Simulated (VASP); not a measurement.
CaSe:

```
Ca Se
1.0
     3.63478    0.00000    0.00000
     0.00000    3.63478    0.00000
     0.00000    0.00000    3.63478
Ca Se
1 1
Direct
  0.00000 0.00000 0.00000
  0.50000 0.50000 0.50000
```

Base run:

* Program: VASP 6.6.1
* Functional: r2SCAN
* Potentials or basis: VASP PAW PBE potentials, release 64 (Ca_sv, Se)
* Cutoff: 520 eV
* k mesh: 8 × 8 × 8
* Occupations: gaussian, width 0.01 eV
* Spin: no spin polarisation

Its results: band gap on the k mesh 1.24 eV; pressure 0.2 GPa.

**Question.** The run is repeated on the same cell with these changes: functional from r2SCAN to LDA; potentials or basis from VASP PAW PBE potentials, release 64 (Ca_sv, Se) to VASP PAW LDA potentials, release 64 (Ca_sv, Se). What comes out?

**Answer.** Band gap on the k mesh 0.61 eV; pressure -3.7 GPa.

Caveats: the PAW data sets were made with another functional, which shifts forces and pressure a little (at least some runs); the cell stands under tension (at least some runs).

A k mesh can miss the band edges.
